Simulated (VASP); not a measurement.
A run of VASP 6.6.1 is set up as follows.

Contents of POSCAR:

```
AlNi2
1.0
    3.9786653620      0.0000000000      0.0000000000
   -1.9893326810      3.4456252766      0.0000000000
    0.0000000000      0.0000000000      4.9093328649
Al Ni
2 4
Direct
    0.3333333333      0.6666666667      0.1899341797
    0.6666666667      0.3333333333      0.8100658203
    0.3333333333      0.6666666667      0.6853320780
    0.6666666667      0.3333333333      0.3146679220
    0.0000000000      0.0000000000      0.5000000000
    0.0000000000      0.0000000000      0.0000000000
```

File INCAR.step1:

```
SYSTEM = AlNi2
PREC = Accurate
ENCUT = 520
ISMEAR = 0
SIGMA = 0.1
LREAL = .False.
LASPH = .True.
NELM = 100
NBANDS = 32
GGA = PE
ALGO = Normal
EDIFF = 1E-4
LWAVE = .True.
LCHARG = .False.
```

INCAR.step2

```
SYSTEM = AlNi2
PREC = Accurate
ENCUT = 520
EDIFF = 1E-7
ISMEAR = 0
SIGMA = 0.1
LREAL = .False.
LASPH = .True.
NELM = 100
ALGO = Normal
ISIF = 2
LWAVE = .False.
LCHARG = .False.
METAGGA = R2SCAN
LMIXTAU = .True.
NBANDS = 32
ISTART = 1
```

File KPOINTS:

```
regular mesh
0
Gamma
  12 12 8
  0 0 0
```

Potentials or basis: VASP PAW PBE potentials, release 64 (Al, Ni).

Run with:

```bash
$ cat potpaw_PBE.64/Al/POTCAR potpaw_PBE.64/Ni/POTCAR > POTCAR
$ cp INCAR.step1 INCAR
$ mpirun -np 1 vasp_std > vasp.out
$ cp INCAR.step2 INCAR
$ mpirun -np 1 vasp_std > vasp.out
```

Task: What does it give for the pressure?

Result: 0.0 GPa.

Task: Predict the band gap on the k mesh.

Result: Zero (bands 23 and 24 overlap by 4.41 eV).

Task: Estimate the largest force.

Result: 0.004 eV/Å.

Forces on the atoms (eV/Å):
```
Al   0.000  0.000  0.004
Al   0.000  0.000 -0.004
Ni   0.000  0.000 -0.001
Ni   0.000  0.000  0.001
Ni   0.000  0.000  0.000
Ni   0.000  0.000  0.000
```

Caveat: the PAW data sets were made with another functional, which shifts forces and pressure a little. Spin polarisation is off, so any magnetic state and its effect on volume and gap are missing.
